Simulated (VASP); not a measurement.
## MoSe: density of states with PBE

Crystal: MoSe.

```xyz
2
Lattice="3.4707 0.0000 0.0000 -1.7353 3.0057 0.0000 0.0000 0.0000 4.3728" Properties=species:S:1:pos:R:3 pbc="T T T"
Mo    1.7353    1.0019    0.1113
Se    0.0000    2.0038    0.5179
```

| Quantity | Value |
| --- | --- |
| Program | VASP 6.6.1 |
| Task | density of states |
| Functional | PBE |
| Potentials or basis | VASP PAW PBE potentials, release 64 (Mo_sv, Se) |
| Cutoff | 400 eV |
| k mesh | 9 × 9 × 6 |
| Occupations | fermi-dirac, width 0.05 eV |
| Spin | no spin polarisation |
| Dipole correction | no |
| k mesh for the DOS | 14 × 14 × 9 |
| Occupations for the DOS | tetrahedron |
| Further INCAR settings | ALGO = Normal; EDIFF = 1e-06; NBANDS = 17 |

- Valence electrons inside the program's atomic spheres: Mo 13.53; Se 4.49

Levels at points of the mesh, in eV from the Fermi level:
| k point | band 6 | band 7 | band 8 | band 9 | band 10 | band 11 | band 12 | band 13 | band 14 | band 15 |
| --- | --- | --- | --- | --- | --- | --- | --- | --- | --- | --- |
| (0.00, 0.00, 0.00) | -6.34 | -6.34 | -4.56 | -0.74 | 0.13 | 0.13 | 4.54 | 7.17 | 8.31 | 8.31 |
| (0.50, 0.00, 0.00) | -6.34 | -4.09 | -3.75 | -0.66 | -0.47 | -0.01 | 2.38 | 2.43 | 5.61 | 8.26 |

Run time: 50 s on 1 thread of Intel(R) Xeon(R) Platinum 8375C CPU @ 2.90GHz (Ice Lake), with other jobs on the host, peak memory 0.21 GiB.
